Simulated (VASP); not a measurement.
## MgB: single point with r2SCAN

The system is MgB.

```xyz
2
Lattice="2.6807 0.0000 0.0000 0.0000 2.6807 0.0000 0.0000 0.0000 2.6807" Properties=species:S:1:pos:R:3 pbc="T T T"
Mg    0.0000    0.0000    0.0000
B     1.3403    1.3403    1.3403
```

| Item | Value |
| --- | --- |
| Program | VASP 6.6.1 |
| Task | single point |
| Functional | r2SCAN |
| Potentials or basis | VASP PAW PBE potentials, release 64 (Mg, B) |
| Cutoff | 520 eV |
| k mesh | 9 × 9 × 9 |
| Occupations | fermi-dirac, width 0.05 eV |
| Spin | no spin polarisation |
| Dipole correction | no |
| Further INCAR settings | ALGO = Normal; EDIFF = 1e-06; NBANDS = 10 |

```json
{
 "Pressure": "29.7 GPa",
 "Band gap on the k mesh": "zero (an odd number of electrons rules out a gap without spin polarisation)"
}
```

Levels at points of the mesh, in eV from the Fermi level:
```tsv
k point	band 1	band 2	band 3	band 4	band 5
(0.00, 0.00, 0.00)	-13.19	3.11	3.11	3.11	7.58
```

Run time: 18 s on 1 thread of Intel Xeon 8259CL, on a shared host, peak memory 0.13 GiB.

Caveat: the cell stands under pressure; the PAW data sets were made with another functional, which shifts forces and pressure a little.
